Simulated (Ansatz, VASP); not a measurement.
# Two plane-wave programs on C

File POSCAR:

```
C
1.0
   -2.5113391176      0.0000000000      0.0000000000
   -1.2556695588     -2.1748834734      0.0000000000
    0.0000000000      0.7249611578     10.3359979276
C
10
Direct
   -0.4122589006      0.0248178013      0.8741534038
    0.6125589006      0.9751821987      0.7252465962
    0.0458020186      0.1086959628      0.1257878883
    0.6544979814      0.8913040372      0.4736121117
    0.0209657062      0.1583685877      0.2748057630
    0.6793342938      0.8416314123      0.3245942370
   -0.0872765890      0.3748531780      0.9242595341
    0.2875765890      0.6251468220      0.6751404659
    0.3874837215      0.4253325570      0.0756976711
    0.3128162785      0.5746674430      0.5237023289
```

Contents of INCAR.step1:

```
PREC = Accurate
ENCUT = 520
ISMEAR = 0
SIGMA = 0.05
LREAL = F
LASPH = T
NELM = 60
NBANDS = 31
GGA = PE
ALGO = Normal
EDIFF = 1E-4
LWAVE = T
LCHARG = F
```

Contents of INCAR.step2:

```
PREC = Accurate
ENCUT = 520
EDIFF = 1E-6
ISMEAR = 0
SIGMA = 0.05
LREAL = F
LASPH = T
NELM = 60
ALGO = Normal
ISIF = 2
LWAVE = F
LCHARG = T
METAGGA = R2SCAN
LMIXTAU = T
LELF = T
LVHAR = T
NBANDS = 31
ISTART = 1
```

KPOINTS

```
Automatic mesh
0
Gamma
  10 10 3
```

Input for Ansatz:

```yaml
crystal:
  lattice:
    - [-2.5113391176, 0.0, 0.0]
    - [-1.2556695588, -2.1748834734, 0.0]
    - [0.0, 0.7249611578, 10.3359979276]
  atoms:
    - { symbol: C, position: [-0.4122589006, 0.0248178013, 0.8741534038] }
    - { symbol: C, position: [0.6125589006, 0.9751821987, 0.7252465962] }
    - { symbol: C, position: [0.0458020186, 0.1086959628, 0.1257878883] }
    - { symbol: C, position: [0.6544979814, 0.8913040372, 0.4736121117] }
    - { symbol: C, position: [0.0209657062, 0.1583685877, 0.274805763] }
    - { symbol: C, position: [0.6793342938, 0.8416314123, 0.324594237] }
    - { symbol: C, position: [-0.087276589, 0.374853178, 0.9242595341] }
    - { symbol: C, position: [0.287576589, 0.625146822, 0.6751404659] }
    - { symbol: C, position: [0.3874837215, 0.425332557, 0.0756976711] }
    - { symbol: C, position: [0.3128162785, 0.574667443, 0.5237023289] }
basis:
  ecutwfc: 500
kpoints:
  mp_grid: { grid: [10, 10, 3] }
hamiltonian:
  xc: r2scan
scf:
  occupations: { method: gaussian, width: 0.05 }
output:
  forces: true
  stress: true
  eigenvalues: true
```

Alike in both runs: task single point; functional r2SCAN; k mesh 10 × 10 × 3; occupations gaussian, width 0.05 eV; no spin polarisation.

```csv
,VASP,Ansatz
version,VASP 6.6.1,Ansatz 0.2.0
potentials or method,"VASP PAW PBE potentials, release 64 (C), cutoff 520 eV","scalar-relativistic, plane waves, PAW"
valence electrons in the cell,40,40
```

|  | VASP | Ansatz | Ansatz less VASP |
| --- | --- | --- | --- |
| gap on the k mesh at the Fermi level (eV) | none | none | - |
| pressure (GPa) | 5.8 | 4.7 | -1.10 |
| traceless stress, the component that is largest in VASP (GPa) | 20.30 | 20.39 | +0.093 |
| rms of the force components (eV/Å) | 0.964 | 0.973 | +0.0099 |

VASP's potentials were made for PBE, not for r2SCAN. Atom by atom the forces differ by 0.011 eV/Å (rms over components). A gap of «none» marks a metal or a gap that the smearing closes.
